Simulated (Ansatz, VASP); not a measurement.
**One calculation of BaS, two programs**

The input POSCAR:

```
BaS
1.0
    4.3657349495      0.0000000000      0.0000000000
   -2.1828674748      3.7808373724      0.0000000000
    0.0000000000      0.0000000000      3.9780918227
Ba S
1 1
Direct
    0.0000000000      0.0000000000      0.5000000000
    0.6666666667      0.3333333333      0.0000000000
```

Contents of INCAR.step1:

```
SYSTEM = BaS
PREC = Accurate ; ENCUT = 520
EDIFF = 1E-5 ; ISMEAR = 0
SIGMA = 0.02 ; LREAL = .FALSE.
LASPH = .TRUE. ; NELM = 60
ALGO = Normal ; ISIF = 2
LWAVE = .TRUE. ; LCHARG = .FALSE.
GGA = PE ; NBANDS = 15
LUSENCCL = .FALSE.
```

File INCAR.step2:

```
SYSTEM = BaS
PREC = Accurate ; ENCUT = 520
EDIFF = 1E-7 ; ISMEAR = 0
SIGMA = 0.02 ; LREAL = .FALSE.
LASPH = .TRUE. ; NELM = 60
ALGO = Normal ; ISIF = 2
LWAVE = .FALSE. ; LCHARG = .FALSE.
GGA = PE ; LHFCALC = .TRUE.
HFSCREEN = 0.2079 ; PRECFOCK = Normal
ISTART = 1 ; NBANDS = 15
LUSENCCL = .FALSE.
```

KPOINTS

```
regular mesh
0
G
  6 6 4
  0 0 0
```

Input for Ansatz:

```yaml
crystal:
  lattice:
    - [4.3657349495, 0.0, 0.0]
    - [-2.1828674748, 3.7808373724, 0.0]
    - [0.0, 0.0, 3.9780918227]
  atoms:
    - { symbol: Ba, position: [0.0, 0.0, 0.5] }
    - { symbol: S, position: [0.6666666667, 0.3333333333, 0.0] }
basis:
  ecutwfc: 420
kpoints:
  mp_grid: { grid: [6, 6, 4] }
  band_path:
    path:
      - [[0.0, 0.0, 0.0], [0.5, 0.0, 0.0], [0.33333333, 0.33333333, 0.0], [0.0, 0.0, 0.0], [0.0, 0.0, 0.5], [0.5, 0.0, 0.5], [0.33333333, 0.33333333, 0.5], [0.0, 0.0, 0.5]]
      - [[0.5, 0.0, 0.5], [0.5, 0.0, 0.0]]
      - [[0.33333333, 0.33333333, 0.5], [0.33333333, 0.33333333, 0.0]]
    npoints: 4
hamiltonian:
  xc: hse06
scf:
  occupations: { method: gaussian, width: 0.02 }
output:
  forces: true
  stress: true
  eigenvalues: true
  populations: true
  dos: { projected: true, de: 0.02 }
  bader: false
  write_density: true
  write_potential: true
  elf: true
  volumetric_format: npy
```

Alike in both runs: task single point; functional HSE06; k mesh 6 × 6 × 4; occupations gaussian, width 0.02 eV; no spin polarisation.

|  | VASP | Ansatz |
| --- | --- | --- |
| version | VASP 6.6.1 | Ansatz 0.2.0 |
| potentials or method | VASP PAW PBE potentials, release 64 (Ba_sv, S), cutoff 520 eV | scalar-relativistic, plane waves, PAW |
| valence electrons in the cell | 16 | 16 |

VASP gave:

- gap on the k mesh at the Fermi level (eV): 2.91
- least direct gap on the mesh (eV): 2.91
- pressure (GPa): 0.1
- traceless stress, the component that is largest in VASP (GPa): 0.07

Q: Which values does Ansatz return?

A: gap on the k mesh at the Fermi level (eV): 2.97; least direct gap on the mesh (eV): 2.97; pressure (GPa): -0.4; traceless stress, the component that is largest in VASP (GPa): -0.01.

Ansatz's warnings: stress exchange threshold loose, stress scf threshold loose.

Neither program's run includes spin-orbit coupling.
